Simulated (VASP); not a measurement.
# Ge: relaxation of cell and atoms with PBE

The system is Ge.

```
CELL_PARAMETERS angstrom
3.42347 0.00000 0.00000
-1.71174 2.96481 0.00000
0.00000 0.00000 2.90299
ATOMIC_POSITIONS crystal
Ge 0.66667 0.33333 0.66651
Ge 0.33333 0.66667 0.33349
```

The cell was generated, and may not be a known phase.

- Program: VASP 6.6.1
- Task: relaxation of cell and atoms
- Functional: PBE
- Potentials or basis: VASP PAW PBE potentials, release 64 (Ge_d)
- Cutoff: 600 eV
- k mesh: 6 × 6 × 6
- Occupations: gaussian, width 0.1 eV
- Spin: no spin polarisation
- Dipole correction: no
- Further INCAR settings: ALGO = Normal; EDIFF = 1e-07; IBRION = 2; EDIFFG = -0.04; NSW = 90; ISIF = 3

| Property | Result |
| --- | --- |
| Relaxed volume | 21.03 Å³/atom |
| Relaxed cell | a = 3.823 Å, b = 3.823 Å, c = 3.323 Å, α = 90.00°, β = 90.00°, γ = 120.00° |
| Space group after relaxing (to 0.1 Å) | P-3m1 (No. 164) |
| Energy gained by relaxing | 1071.3 meV/atom |
| Ionic steps | 14 |
| Pressure after relaxing | -0.1 GPa |
| Band gap on the k mesh | zero (bands 14 and 15 overlap by 5.92 eV) |

Forces on the atoms (eV/Å):
```
Ge   0.000  0.000 -0.003
Ge   0.000  0.000  0.003
```

Stress tensor (GPa, compression positive):
```
-0.06  0.00  0.00
 0.00 -0.06  0.00
 0.00  0.00 -0.24
```

Step by step:
```tsv
step	energy change (eV)	largest force (eV/Å)	pressure (GPa)	volume (Å³)
1	0.0000	3.0128	62.91	29.47
2	-1.3120	0.3120	-9.49	61.64
3	-2.0970	0.1605	-0.40	43.83
4	-2.0972	0.1747	-0.07	43.50
5	-2.1164	0.1970	-0.64	43.55
6	-2.1181	0.1897	-0.86	43.56
7	-2.1243	0.2183	-0.22	42.86
8	-2.1292	0.2326	1.48	41.34
9	-2.1296	0.2481	0.93	41.77
10	-2.1341	0.1971	0.86	41.69
11	-2.1408	0.0297	0.75	41.46
12	-2.1409	0.0077	0.73	41.43
13	-2.1424	0.0013	0.22	41.81
14	-2.1426	0.0030	-0.12	42.06
```

Final structure:
```
Ge
1.0
     3.82275    0.00000    0.00000
    -1.91137    3.31060    0.00000
     0.00000    0.00000    3.32320
Ge
2
Direct
  0.66667 0.33333 0.72124
  0.33333 0.66667 0.27876
```

Levels at points of the mesh, in eV from the Fermi level:
```
           k point  band 11  band 12  band 13  band 14  band 15  band 16  band 17  band 18
(0.00, 0.00, 0.00)   -12.62    -1.80    -0.35    -0.35     0.28     3.46     3.46     4.75
(0.50, 0.00, 0.00)   -10.24    -8.34    -2.28    -0.17     2.45     4.46     5.87     6.47
(0.00, 0.00, 0.50)    -9.81    -8.64     2.11     2.11     2.94     3.23     3.23     3.30
(0.50, 0.00, 0.50)    -7.63    -6.86    -4.57    -3.80     0.54     1.99     3.46     4.12
```

Wall time 5 min on 1 thread of Intel Xeon 8259CL, on a shared host, peak memory 0.16 GiB.

Caveat: the k points lie up to 0.32 Å⁻¹ apart in the final cell, too coarse for converged energies and pressures of a metal; the volume moved by over 15 % at a fixed basis, so the end points are rough.
